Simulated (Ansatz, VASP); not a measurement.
One calculation of Si5Ge, two programs

```
CELL_PARAMETERS angstrom
3.86693 0.00000 0.00000
-1.93347 3.34886 0.00000
0.00000 0.00000 9.46938
ATOMIC_POSITIONS crystal
Si 0.66667 0.33333 0.17024
Si 0.33333 0.66667 0.82988
Si 0.66667 0.33333 0.41814
Si 0.00000 0.00000 0.74855
Si 0.00000 0.00000 0.49984
Ge 0.33333 0.66667 0.08337
```

Alike in both runs: functional PBEsol; k mesh 12 × 12 × 4; occupations gaussian, width 0.1 eV; no spin polarisation.

Ansatz relaxed the structure, and its values are those at the end. VASP's run is a single point on that final structure, the one shown.

```csv
,VASP,Ansatz
version,VASP 6.6.1,Ansatz 0.2.0
potentials or method,"VASP PAW PBE potentials, release 64 (Si, Ge_d), cutoff 520 eV","scalar-relativistic, plane waves, PAW"
valence electrons in the cell,34,34
```

|  | VASP | Ansatz | Ansatz less VASP |
| --- | --- | --- | --- |
| gap on the k mesh at the Fermi level (eV) | 0.46 | 0.47 | +0.003 |
| least direct gap on the mesh (eV) | 1.42 | 1.41 | -0.004 |
| pressure (GPa) | 0.1 | 0.0 | -0.08 |
| rms of the force components (eV/Å) | 0.003 | 0.000 | -0.0027 |

VASP's potentials were made for PBE, not for PBEsol. The functional is the same, so the differences come from potentials, cutoffs and numerics.
